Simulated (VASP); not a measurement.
Runs of VASP 6.6.1 on BaS. The structure is that of space group I4/mmm (No. 139), or close to it. The cells are those of the table. 

| level | cell | k mesh | smearing | gap on the mesh (eV) | pressure (GPa) |
| --- | --- | --- | --- | --- | --- |
| PBE | a = 4.542, b = 4.452, c = 4.452 Å, angles 61.3, 59.3, 59.3°, 2 atoms | 4 × 4 × 4 | gaussian 0.01 eV | 1.93 | 2.9 |
| PBE | a = 4.542, b = 4.452, c = 4.452 Å, angles 61.3, 59.3, 59.3°, 2 atoms | 8 × 8 × 8 | fermi-dirac 0.02 eV | 1.93 | 2.9 |
| PBE | a = 4.621, b = 4.621, c = 4.769 Å, angles 58.9, 58.9, 62.1°, 2 atoms | 4 × 4 × 4 | gaussian 0.01 eV | (a) | -1.9 |
| r2SCAN | a = 4.542, b = 4.452, c = 4.452 Å, angles 61.3, 59.3, 59.3°, 2 atoms | 8 × 8 × 8 | gaussian 0.01 eV | 2.28 | 2.9 |

Alike in all rows: no spin polarisation.

Problem. Estimate the missing entries.

Solution. (a) 2.09.

Caveats: some runs use coarse meshes; spin-orbit coupling is left out, which moves the levels of the heavy elements; the PAW data sets were made with another functional, which shifts forces and pressure a little (at least some runs).

A k mesh can miss the band edges, and the runs leave out spin-orbit coupling on Ba.
